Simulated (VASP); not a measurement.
# SiC (R3m) in VASP: further runs

The runs below take SiC through single point, with PBEsol.

Everything below comes from runs of VASP 6.6.1. Logs are shortened: lines on timing, memory, paths and dates and some standing lists are left out, and cuts for length are marked.

## 1. The cell of the first run

The structure is trigonal, space group R3m (No. 160). The conventional cell has a = 3.035 Å, b = 3.035 Å, c = 7.572 Å, α = 90.00°, β = 90.00°, γ = 120.00°. Si (site symmetry 3m) has 4 C at 1.87 to 1.88 Å within 2.5 Å. C (site symmetry 3m) has 4 Si at 1.87 to 1.88 Å within 2.5 Å.

## 2. Single point, PBEsol

Input file INCAR:

```
SYSTEM = SiC
PREC = Accurate
ENCUT = 600
EDIFF = 1E-6
ISMEAR = 0
SIGMA = 0.01
LREAL = .FALSE.
LASPH = .TRUE.
NELM = 120
ALGO = Normal
ISIF = 2
LWAVE = .FALSE.
LCHARG = .TRUE.
GGA = PS
LELF = .TRUE.
LVHAR = .TRUE.
NBANDS = 11
GGA_COMPAT = .FALSE.
```

Input file KPOINTS:

```
Automatic mesh
0
G
  6 6 6
  0 0 0
```

Input file POSCAR:

```
SiC
1.0
    0.0267064733      2.1724602037      2.1724602037
    2.1724602037      0.0267064733      2.1724602037
    2.1724602037      2.1724602037      0.0267064733
Si C
1 1
Direct
    0.0006787707      0.0006787707      0.0006787707
    0.2493212293      0.2493212293      0.2493212293
```

Potentials or basis: VASP PAW PBE potentials, release 64 (Si, C).

The run is started by

```bash
$ cat potpaw_PBE.64/Si/POTCAR potpaw_PBE.64/C/POTCAR > POTCAR
$ mpirun -np 1 vasp_std > vasp.out
```

OUTCAR:

```text
SYSTEM = SiC
   PREC = Accurate
   ENCUT = 600
   EDIFF = 1E-6
   ISMEAR = 0
   LREAL = .FALSE.
   LASPH = .TRUE.
   NELM = 120
   ISIF = 2
   GGA = PS

 ion  position               nearest neighbor table
   1  0.001  0.001  0.001-   2 1.87   2 1.87   2 1.87   2 1.88
   2  0.249  0.249  0.249-   1 1.87   1 1.87   1 1.87   1 1.88

  LATTYP: Found a trigonal (rhomboedric) cell.
 ALAT       =     3.0724387559
 COS(alpha) =     0.5122544867

  Lattice vectors:

 A1 = (   0.0267064733,   2.1724602037,   2.1724602037)
 A2 = (   2.1724602037,   0.0267064733,   2.1724602037)
 A3 = (   2.1724602037,   2.1724602037,   0.0267064733)

Analysis of symmetry for initial positions (statically):
=====================================================================
 Subroutine PRICEL returns:
 Original cell was already a primitive cell.

 Routine SETGRP: Setting up the symmetry group for a
 trigonal (rhombohedral) supercell.

 Subroutine GETGRP returns: Found  6 space group operations
 (whereof  6 operations were pure point group operations)
 out of a pool of 12 trial point group operations.

The static configuration has the point symmetry C_3v.

Analysis of symmetry for dynamics (positions and initial velocities):
=====================================================================
 Subroutine PRICEL returns:
 Original cell was already a primitive cell.

 Routine SETGRP: Setting up the symmetry group for a
 trigonal (rhombohedral) supercell.

 Subroutine GETGRP returns: Found  6 space group operations
 (whereof  6 operations were pure point group operations)
 out of a pool of 12 trial point group operations.

The dynamic configuration has the point symmetry C_3v.

 Subroutine INISYM returns: Found  6 space group operations
 (whereof  6 operations are pure point group operations),
 and found     1 'primitive' translations

----------------------------------------------------------------------------------------

                                     Primitive cell

  volume of cell :      20.1281

  direct lattice vectors                    reciprocal lattice vectors
     0.026706473  2.172460204  2.172460204    -0.234441873  0.231594833  0.231594833
     2.172460204  0.026706473  2.172460204     0.231594833 -0.234441873  0.231594833
     2.172460204  2.172460204  0.026706473     0.231594833  0.231594833 -0.234441873

  length of vectors
     3.072438756  3.072438756  3.072438756     0.402784465  0.402784465  0.402784465

  position of ions in fractional coordinates (direct lattice)
     0.000678771  0.000678771  0.000678771
     0.249321229  0.249321229  0.249321229

  ion indices of the primitive-cell ions
   primitive index   ion index
                 1           1
                 2           2
[... 85 lines left out ...]
   EMIN   =  10.00;   EMAX   =-10.00  energy-range for DOS
   EFERMI =   0.00;   METHOD = LEGACY
   ISMEAR =     0;   SIGMA  =   0.01  broadening in eV -4-tet -1-fermi 0-gaus
   EFERMI_NEDOS =   21; number of points for ismear=-14 and -15
   IALGO  =     38    algorithm
   IMIX   =      4    mixing-type and parameters
     AMIX     =   0.40;   BMIX     =  1.00
     AMIX_MAG =   1.60;   BMIX_MAG =  1.00
  volume/ion in A,a.u.               =      10.06        67.92
  Fermi-wavevector in a.u.,A,eV,Ry     =   1.203660  2.274588 19.712090  1.448798
  Thomas-Fermi vector in A             =   2.339407
   LORBIT       =      0    0 simple, 1 ext, 2 COOP (PROOUT), +10 PAW based schemes
   GGA     = PS    functional components
   LHFCALC =     F    Hartree Fock is set to
   AEXX    =    0.0000 exact exchange contribution
   IVDW    =     0    specifies the selected vdW correction
   LEPSILON=     F    determine dielectric tensor
   LRPA    =     F    only Hartree local field effects (RPA)
 non-spin polarized calculation
 Gauss-broadening in eV      SIGMA  =   0.01
  energy-cutoff  :      600.00
  volume of cell :       20.13
 maximum number of plane-waves:       683
 NGX is ok and might be reduce to    28
   NGX = 13   NGY = 13   NGZ = 13

 number of electron       8.0000000 magnetization

 Free energy of the ion-electron system (eV)
  ---------------------------------------------------
  ext. energy  EPLUGINS =         0.00000000
  ---------------------------------------------------
  free energy    TOTEN  =       -15.88550192 eV

  energy without entropy =      -15.88550192  energy(sigma->0) =      -15.88550192

 E-fermi :   8.5014     XC(G=0): -11.6227

 val. band max:        8.4466742431   @ k =   0.0000   0.0000   0.0000
 cond. band min:       9.5702109066   @ k =   0.5000   0.5000  -0.0000
 fundamental gap:      1.1235366635
 Fermi energy:         8.5014476372

 k-point     1 :       0.0000    0.0000    0.0000
  band No.  band energies     occupation
      1      -7.2701      2.00000
      2       8.2408      2.00000
      3       8.4467      2.00000
      4       8.4467      2.00000
      5      14.7373      0.00000
      6      15.6873      0.00000
      7      15.9434      0.00000
      8      15.9434      0.00000
      9      22.9920      0.00000
     10      22.9920      0.00000
     11      25.0597      0.00000
[... 309 lines left out ...]
 k-point    24 :      -0.3333    0.5000    0.1667
  band No.  band energies     occupation
      1      -1.8819      2.00000
      2       0.9988      2.00000
      3       3.6915      2.00000
      4       3.8684      2.00000
      5      12.2878      0.00000
      6      15.5352      0.00000
      7      19.3424      0.00000
      8      20.8087      0.00000
      9      22.7981      0.00000
     10      26.2863      0.00000
     11      29.9447      0.00000

 [... further k-points ...]

------------------------ aborting loop because EDIFF is reached ----------------------------------------

  FORCE on cell =-STRESS in cart. coord.  units (eV):
  Direction    XX          YY          ZZ          XY          YZ          ZX
  --------------------------------------------------------------------------------------
  -------------------------------------------------------------------------------------
  Total        0.8282125      0.8282125      0.8282125     -0.3964166     -0.3964166     -0.3964166
  in kB       65.9249081     65.9249081     65.9249081    -31.5543743    -31.5543743    -31.5543743
  external PRESSURE =      65.9249081 kB  Pullay stress =       0.0000000 kB

 VOLUME and BASIS-vectors are now :
 -----------------------------------------------------------------------------
  energy-cutoff  :      600.00
  volume of cell :       20.13
      direct lattice vectors                 reciprocal lattice vectors
     0.026706473  2.172460204  2.172460204    -0.234441873  0.231594833  0.231594833
     2.172460204  0.026706473  2.172460204     0.231594833 -0.234441873  0.231594833
     2.172460204  2.172460204  0.026706473     0.231594833  0.231594833 -0.234441873

 POSITION                                       TOTAL-FORCE (eV/Angst)
 -----------------------------------------------------------------------------------
      0.00297      0.00297      0.00297        -0.002277     -0.002277     -0.002277
      1.08994      1.08994      1.08994         0.002277      0.002277      0.002277
 -----------------------------------------------------------------------------------
    total drift:                                0.000191      0.000191      0.000191

  FREE ENERGIE OF THE ION-ELECTRON SYSTEM (eV)
  ---------------------------------------------------
  free  energy   TOTEN  =       -15.8855019225 eV

  energy  without entropy=      -15.8855019225  energy(sigma->0) =      -15.88550192
```

OSZICAR:

```text
N       E                     dE             d eps       ncg     rms          rms(c)
DAV:   1     0.500971423752E+01    0.50097E+01   -0.42763E+03   736   0.689E+02
DAV:   2    -0.170403357857E+02   -0.22050E+02   -0.21357E+02   880   0.117E+02
DAV:   3    -0.177682925318E+02   -0.72796E+00   -0.72645E+00   876   0.175E+01
DAV:   4    -0.177709693079E+02   -0.26768E-02   -0.26766E-02   793   0.133E+00
DAV:   5    -0.177709804666E+02   -0.11159E-04   -0.11159E-04   854   0.832E-02    0.904E+00
DAV:   6    -0.159757837298E+02    0.17952E+01   -0.60939E+00   782   0.111E+01    0.407E+00
DAV:   7    -0.159003272999E+02    0.75456E-01   -0.41237E-01   857   0.359E+00    0.181E+00
DAV:   8    -0.158856582916E+02    0.14669E-01   -0.21784E-02   803   0.944E-01    0.164E-01
DAV:   9    -0.158854584734E+02    0.19982E-03   -0.16510E-03   861   0.221E-01    0.111E-01
DAV:  10    -0.158855014376E+02   -0.42964E-04   -0.11486E-04   800   0.690E-02    0.254E-02
DAV:  11    -0.158855019225E+02   -0.48491E-06   -0.94273E-06   847   0.177E-02
   1 F= -.15885502E+02 E0= -.15885502E+02  d E =-.488231E-17
```

Wall time 10 s (1 thread of Intel Xeon Platinum 8259CL at 2.50GHz (Skylake/Cascade Lake), shared host); peak memory 0.15 GiB.

Results:

```yaml
Free_energy: -15.8855 eV
Pressure: 6.6 GPa
Largest_force: 0.004 eV/Å
Band_gap_on_the_k_mesh: 1.12 eV (least direct gap 4.34 eV)
```

Forces on the atoms (eV/Å):
```
Si  -0.002 -0.002 -0.002
C    0.002  0.002  0.002
```

Caveat: the k points lie up to 0.42 Å⁻¹ apart; the PAW data sets were made with another functional, which shifts forces and pressure a little.

## 3. Single point, PBEsol

Input file INCAR:

```
  PREC = Accurate
  ENCUT = 600
  EDIFF = 1E-6
  ISMEAR = 0
  SIGMA = 0.01
  LREAL = F
  LASPH = T
  NELM = 120
  ALGO = Normal
  ISIF = 2
  LWAVE = F
  LCHARG = F
  GGA = PS
  NBANDS = 11
  GGA_COMPAT = F
```

Input file KPOINTS:

```
Automatic mesh
0
Gamma
  6 6 6
```

POSCAR is that of step 2.

Potentials or basis: VASP PAW PBE potentials, release 64 (Si, C).

The run is started by

```bash
$ cat potpaw_PBE.64/Si/POTCAR potpaw_PBE.64/C/POTCAR > POTCAR
$ mpirun -np 1 vasp_std > vasp.out
```

It took 9.5 s on 1 thread of Intel Xeon Platinum 8259CL at 2.50GHz (Skylake/Cascade Lake), shared host; peak memory 0.15 GiB.

It converged, with:

* Free energy: -15.8855 eV
* Pressure: 6.6 GPa
* Largest force: 0.004 eV/Å
* Band gap on the k mesh: 1.12 eV (least direct gap 4.34 eV)

Forces in eV/Å, atoms in the order of the input:
```
Si  -0.002 -0.002 -0.002
C    0.002  0.002  0.002
```

Stress tensor (GPa, compression positive):
```
 6.59 -3.16 -3.16
-3.16  6.59 -3.16
-3.16 -3.16  6.59
```

Levels at points of the mesh, in eV from the valence-band top:
```csv
k point,band 1,band 2,band 3,band 4,band 5,band 6,band 7,band 8,band 9
"(0.00, 0.00, 0.00)",-15.72,-0.21,0.00,0.00,6.29,7.24,7.50,7.50,14.55
"(0.50, 0.00, 0.00)",-11.96,-8.80,-1.22,-1.12,5.45,7.03,7.21,9.97,16.25
"(0.50, 0.50, 0.00)",-10.51,-8.00,-3.45,-3.22,1.12,4.23,14.16,14.18,15.04
"(0.50, 0.50, 0.50)",-12.14,-8.89,-1.00,-1.00,5.82,7.35,7.35,10.08,16.22
```

Caveat: the k points lie up to 0.42 Å⁻¹ apart; the PAW data sets were made with another functional, which shifts forces and pressure a little.
